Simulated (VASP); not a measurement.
# Hf (P6_3/mmc) in VASP: notebook

Runs on Hf. Level: LDA. Tasks: single point.

All numbers are computed with VASP 6.6.1; they aren't measurements. Logs are shortened: lines on timing, memory, paths and dates and some standing lists are left out, and cuts for length are marked.

## Step 1: The cell of the first run

Symmetry: P6_3/mmc, No. 194, hexagonal system. Conventional cell: a = 3.118 Å, b = 3.118 Å, c = 4.948 Å, α = 90.00°, β = 90.00°, γ = 120.00°. Hf (site symmetry -6m2) has 12 Hf at 3.06 to 3.12 Å within 4.0 Å.

## Step 2: Single point, LDA

File INCAR:

```
  PREC = Accurate
  ENCUT = 520
  EDIFF = 1E-6
  ISMEAR = -1
  SIGMA = 0.1
  LREAL = F
  LASPH = T
  NELM = 60
  ALGO = Normal
  ISIF = 2
  LWAVE = F
  LCHARG = F
  GGA = CA
  NBANDS = 17
```

File KPOINTS:

```
regular mesh
0
Gamma
  17 17 9
```

File POSCAR:

```
Hf
1.0
    3.1183974891      0.0000000000      0.0000000000
   -1.5591987445      2.7006114446      0.0000000000
    0.0000000000      0.0000000000      4.9475473504
Hf
2
Direct
    0.3333333333      0.6666666667      0.2500000000
    0.6666666667      0.3333333333      0.7500000000
```

Potentials or basis: VASP PAW LDA potentials, release 64 (Hf_pv).

Started as:

```
cat potpaw_LDA.64/Hf_pv/POTCAR > POTCAR
mpirun -np 1 vasp_std > vasp.out
```

OUTCAR:

```text
PREC = Accurate
   ENCUT = 520
   EDIFF = 1E-6
   ISMEAR = -1
   LREAL = F
   LASPH = T
   NELM = 60
   ISIF = 2
   GGA = CA

 ion  position               nearest neighbor table
   1  0.333  0.667  0.250-   2 3.06   2 3.06   2 3.06   2 3.06   2 3.06   2 3.06
   2  0.667  0.333  0.750-   1 3.06   1 3.06   1 3.06   1 3.06   1 3.06   1 3.06

  LATTYP: Found a hexagonal cell.
 ALAT       =     3.1183974891
 C/A-ratio  =     1.5865672570

  Lattice vectors:

 A1 = (   3.1183974891,   0.0000000000,   0.0000000000)
 A2 = (  -1.5591987445,   2.7006114446,   0.0000000000)
 A3 = (   0.0000000000,   0.0000000000,   4.9475473504)

Analysis of symmetry for initial positions (statically):
=====================================================================
 Subroutine PRICEL returns:
 Original cell was already a primitive cell.

 Routine SETGRP: Setting up the symmetry group for a
 hexagonal supercell.

 Subroutine GETGRP returns: Found 24 space group operations
 (whereof 12 operations were pure point group operations)
 out of a pool of 24 trial point group operations.

The static configuration has the point symmetry D_3d.
 The point group associated with its full space group is D_6h.

Analysis of symmetry for dynamics (positions and initial velocities):
=====================================================================
 Subroutine PRICEL returns:
 Original cell was already a primitive cell.

 Routine SETGRP: Setting up the symmetry group for a
 hexagonal supercell.

 Subroutine GETGRP returns: Found 24 space group operations
 (whereof 12 operations were pure point group operations)
 out of a pool of 24 trial point group operations.

The dynamic configuration has the point symmetry D_3d.
 The point group associated with its full space group is D_6h.

 Subroutine INISYM returns: Found 24 space group operations
 (whereof 12 operations are pure point group operations),
 and found     1 'primitive' translations

----------------------------------------------------------------------------------------

                                     Primitive cell

  volume of cell :      41.6662

  direct lattice vectors                    reciprocal lattice vectors
     3.118397489  0.000000000  0.000000000     0.320677529  0.185143257  0.000000000
    -1.559198744  2.700611445  0.000000000     0.000000000  0.370286515  0.000000000
     0.000000000  0.000000000  4.947547350     0.000000000  0.000000000  0.202120350

[... 81 lines left out ...]
   ENCUT  =  520.0 eV  38.22 Ry    6.18 a.u.   5.80  5.80  9.20*2*pi/ulx,y,z
   NELM   =     60;   NELMIN=  2; NELMDL= -5     # of ELM steps
   EDIFF  = 0.1E-05   stopping-criterion for ELM
   LREAL  =      F    real-space projection
   EDIFFG = 0.1E-04   stopping-criterion for IOM
   NSW    =      0    number of steps for IOM
   IBRION =     -1    ionic relax: 0-MD 1-quasi-New 2-CG
   NFREE  =      0    steps in history (QN), initial steepest desc. (CG)
   ISIF   =      2    stress and relaxation
   ISYM   =      2    0-nonsym 1-usesym 2-fastsym
   POTIM  = 0.5000    time-step for ionic-motion
   TEBEG  =    0.0;   TEEND  =   0.0 temperature during run
   PSTRESS=    0.0 pullay stress
   NELECT =      20.0000    total number of electrons
   NUPDOWN=      -1.0000    fix difference up-down
   EMIN   =  10.00;   EMAX   =-10.00  energy-range for DOS
   EFERMI =   0.00;   METHOD = LEGACY
   ISMEAR =    -1;   SIGMA  =   0.10  broadening in eV -4-tet -1-fermi 0-gaus
   EFERMI_NEDOS =   21; number of points for ismear=-14 and -15
   IALGO  =     38    algorithm
   IMIX   =      4    mixing-type and parameters
     AMIX     =   0.40;   BMIX     =  1.00
     AMIX_MAG =   1.60;   BMIX_MAG =  1.00
  volume/ion in A,a.u.               =      20.83       140.59
  Fermi-wavevector in a.u.,A,eV,Ry     =   1.281810  2.422270 22.354873  1.643037
  Thomas-Fermi vector in A             =   2.414158
   LORBIT       =      0    0 simple, 1 ext, 2 COOP (PROOUT), +10 PAW based schemes
   GGA     = CA    functional components
   LHFCALC =     F    Hartree Fock is set to
   AEXX    =    0.0000 exact exchange contribution
   IVDW    =     0    specifies the selected vdW correction
   LEPSILON=     F    determine dielectric tensor
   LRPA    =     F    only Hartree local field effects (RPA)
 non-spin polarized calculation
  energy-cutoff  :      520.00
  volume of cell :       41.67
 maximum number of plane-waves:      1136
 NGX is ok and might be reduce to    24
   NGX = 11   NGY = 11   NGZ = 19

 number of electron      19.9999997 magnetization

 Free energy of the ion-electron system (eV)
  ---------------------------------------------------
  ext. energy  EPLUGINS =         0.00000000
  ---------------------------------------------------
  free energy    TOTEN  =       -21.41721391 eV

  energy without entropy =      -21.36175439  energy(sigma->0) =      -21.38948415

 E-fermi :   5.2840     XC(G=0): -11.7988

 val. band max:        5.2668873525   @ k =   0.1176   0.0588   0.1111
 cond. band min:       5.2890446034   @ k =   0.1765  -0.0000   0.3333
 fundamental gap:      0.0221572509
 Fermi energy:         5.2839591111

 k-point     1 :       0.0000    0.0000    0.0000
  band No.  band energies     occupation
      1     -25.5974      2.00000
      2     -24.6464      2.00000
      3     -24.6464      2.00000
      4     -24.4856      2.00000
      5     -24.4856      2.00000
      6     -24.4830      2.00000
[... 457 lines left out ...]
      4     -24.7811      2.00000
      5     -24.6278      2.00000
      6     -24.6246      2.00000
[... 9 lines left out ...]
     16      10.3300      0.00000
     17      11.6594      0.00000

 [... further k-points ...]

------------------------ aborting loop because EDIFF is reached ----------------------------------------

  FORCE on cell =-STRESS in cart. coord.  units (eV):
  Direction    XX          YY          ZZ          XY          YZ          ZX
  --------------------------------------------------------------------------------------
  -------------------------------------------------------------------------------------
  Total        0.0119986      0.0119986      0.0320761      0.0000000      0.0000000      0.0000000
  in kB        0.4613776      0.4613776      1.2334143      0.0000000      0.0000000      0.0000000
  external PRESSURE =       0.7187232 kB  Pullay stress =       0.0000000 kB

 VOLUME and BASIS-vectors are now :
 -----------------------------------------------------------------------------
  energy-cutoff  :      520.00
  volume of cell :       41.67
      direct lattice vectors                 reciprocal lattice vectors
     3.118397489  0.000000000  0.000000000     0.320677529  0.185143257  0.000000000
    -1.559198744  2.700611445  0.000000000     0.000000000  0.370286515  0.000000000
     0.000000000  0.000000000  4.947547350     0.000000000  0.000000000  0.202120350

 POSITION                                       TOTAL-FORCE (eV/Angst)
 -----------------------------------------------------------------------------------
     -0.00000      1.80041      1.23689         0.000000      0.000000      0.000000
      1.55920      0.90020      3.71066        -0.000000     -0.000000      0.000000
 -----------------------------------------------------------------------------------
    total drift:                               -0.000000      0.000000     -0.000000

  FREE ENERGIE OF THE ION-ELECTRON SYSTEM (eV)
  ---------------------------------------------------
  free  energy   TOTEN  =       -21.4172139059 eV

  energy  without entropy=      -21.3617543878  energy(sigma->0) =      -21.38948415
```

OSZICAR:

```text
N       E                     dE             d eps       ncg     rms          rms(c)
DAV:   1     0.494462958852E+02    0.49446E+02   -0.11515E+04  5634   0.113E+03
DAV:   2    -0.203525969871E+02   -0.69799E+02   -0.68026E+02  7382   0.251E+02
DAV:   3    -0.221037138621E+02   -0.17511E+01   -0.17383E+01  7080   0.267E+01
DAV:   4    -0.221165793240E+02   -0.12865E-01   -0.12853E-01  7187   0.272E+00
DAV:   5    -0.221166985953E+02   -0.11927E-03   -0.11925E-03  7087   0.230E-01    0.681E+01
DAV:   6    -0.216068070643E+02    0.50989E+00   -0.43194E-01  6683   0.414E+00    0.401E+01
DAV:   7    -0.214256241208E+02    0.18118E+00   -0.68572E-01  6871   0.503E+00    0.187E+00
DAV:   8    -0.214171379898E+02    0.84861E-02   -0.41098E-02  6576   0.136E+00    0.275E-01
DAV:   9    -0.214172203409E+02   -0.82351E-04   -0.92796E-04  7460   0.211E-01    0.167E-01
DAV:  10    -0.214172172054E+02    0.31355E-05   -0.45932E-05  6657   0.464E-02    0.196E-01
DAV:  11    -0.214172139384E+02    0.32670E-05   -0.46320E-06  6878   0.138E-02    0.127E-02
DAV:  12    -0.214172139059E+02    0.32464E-07   -0.36471E-07  3681   0.421E-03
   1 F= -.21417214E+02 E0= -.21389484E+02  d E =-.554595E-01
```

stdout:

```text
POSCAR found type information on POSCAR Hf
 POSCAR found :  1 types and       2 ions
 scaLAPACK will be used
 LDA part: xc-table for (Slater(with rela. corr.)+CA(PZ))
 , standard interpolation
 POSCAR, INCAR and KPOINTS ok, starting setup
 FFT: planning ... GRIDC
 FFT: planning ... GRID_SOFT
 FFT: planning ... GRID
 WAVECAR not read
 entering main loop
```

It took 84 s on 1 thread of Intel Xeon Platinum 8259CL at 2.50GHz (Skylake/Cascade Lake), shared host; peak memory 0.21 GiB.

Results:

```yaml
Free_energy: -21.4172 eV
Pressure: 0.1 GPa
Band_gap_on_the_k_mesh: zero (bands 10 and 11 overlap by 1.40 eV)
```

Caveat: spin-orbit coupling is left out, which moves the levels of the heavy elements.

## Step 3: Single point, LDA

File INCAR:

```
ALGO     = Normal         # electronic algorithm
EDIFF    = 1E-6           # SCF threshold, eV
ENCUT    = 520            # plane-wave cutoff, eV
ISIF     = 2              # what is computed and relaxed
ISMEAR   = -1             # smearing method
LASPH    = True           # aspherical terms in the spheres
LCHARG   = True           # write CHGCAR
LELF     = True           # ELF
LREAL    = False          # projectors in reciprocal space
LVHAR    = True         
LWAVE    = False          # write WAVECAR
NBANDS   = 17             # bands
NELM     = 100            # most SCF steps
PREC     = Accurate       # precision mode
SIGMA    = 0.1            # smearing width, eV
```

File KPOINTS:

```
k-points
0
Gamma
  19 19 11
```

POSCAR is that of step 2.

Potentials or basis: VASP PAW LDA potentials, release 64 (Hf_pv).

Started as:

```
cat potpaw_LDA.64/Hf_pv/POTCAR > POTCAR
mpirun -np 1 vasp_std > vasp.out
```

Run time: 2.2 min. Hardware: 1 thread of Intel Xeon Platinum 8259CL at 2.50GHz (Skylake/Cascade Lake), shared host; peak memory 0.25 GiB.

Results (log left out):

```
Free energy            : -21.4171 eV
Pressure               : 0.1 GPa
Band gap on the k mesh : zero (bands 10 and 11 overlap by 1.52 eV)
```

Levels at points of the mesh, in eV from the Fermi level:
```
           k point  band 7  band 8  band 9  band 10  band 11  band 12  band 13  band 14
(0.00, 0.00, 0.00)   -7.53   -3.92    1.07     1.15     1.15     1.42     2.03     2.03
```

Caveat: spin-orbit coupling is left out, which moves the levels of the heavy elements.

The gap in the log of VASP goes by the Fermi energy; the results here count the filled bands.